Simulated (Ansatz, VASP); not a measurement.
## One calculation of MgO, two programs

File INCAR:

```
ALGO = Normal
EDIFF = 1E-6
ENCUT = 520
GGA = PE
ISIF = 2
ISMEAR = 0
LASPH = T
LCHARG = F
LREAL = F
LWAVE = F
NBANDS = 16
NELM = 60
PREC = Accurate
SIGMA = 0.05
```

The input KPOINTS:

```
k-points
0
Gamma
  9 9 6
```

The input POSCAR:

```
MgO
1.0
    3.5756614110      0.0000000000      0.0000000000
   -1.7878307055      3.0966136172      0.0000000000
    0.0000000000      0.0000000000      4.3744641702
Mg O
2 2
Direct
    0.6666666667      0.3333333333      0.7500000000
    0.3333333333      0.6666666667      0.2500000000
    0.6666666667      0.3333333333      0.2500000000
    0.3333333333      0.6666666667      0.7500000000
```

Input for Ansatz:

```yaml
crystal:
  lattice:
    - [3.575661411, 0.0, 0.0]
    - [-1.7878307055, 3.0966136172, 0.0]
    - [0.0, 0.0, 4.3744641702]
  atoms:
    - { symbol: Mg, position: [0.6666666667, 0.3333333333, 0.75] }
    - { symbol: Mg, position: [0.3333333333, 0.6666666667, 0.25] }
    - { symbol: O, position: [0.6666666667, 0.3333333333, 0.25] }
    - { symbol: O, position: [0.3333333333, 0.6666666667, 0.75] }
basis:
  ecutwfc: 520.0
kpoints:
  mp_grid: { grid: [9, 9, 6] }
hamiltonian:
  xc: pbe
  pseudopotentials: { kind: paw, azcp: { folder: soft_1 } }
scf:
  occupations: { method: gaussian, width: 0.05 }
output:
  forces: true
  stress: true
  eigenvalues: true
```

Alike in both runs: task single point; functional PBE; k mesh 9 × 9 × 6; occupations gaussian, width 0.05 eV; no spin polarisation.

|  | VASP | Ansatz |
| --- | --- | --- |
| version | VASP 6.6.1 | Ansatz 0.2.0 |
| potentials or method | VASP PAW PBE potentials, release 64 (Mg, O), cutoff 520 eV | scalar-relativistic, plane waves, PAW |
| valence electrons in the cell | 16 | 32 |

|  | VASP | Ansatz | Ansatz less VASP |
| --- | --- | --- | --- |
| gap on the k mesh at the Fermi level (eV) | 2.92 | 2.94 | +0.021 |
| least direct gap on the mesh (eV) | 2.92 | 2.94 | +0.021 |
| pressure (GPa) | -7.3 | -6.8 | +0.56 |
| traceless stress, the component that is largest in VASP (GPa) | -1.36 | -1.27 | +0.091 |

VASP's potentials hold 16 valence electrons a cell and Ansatz's 32, so a difference there can come from the potentials and not from the codes.
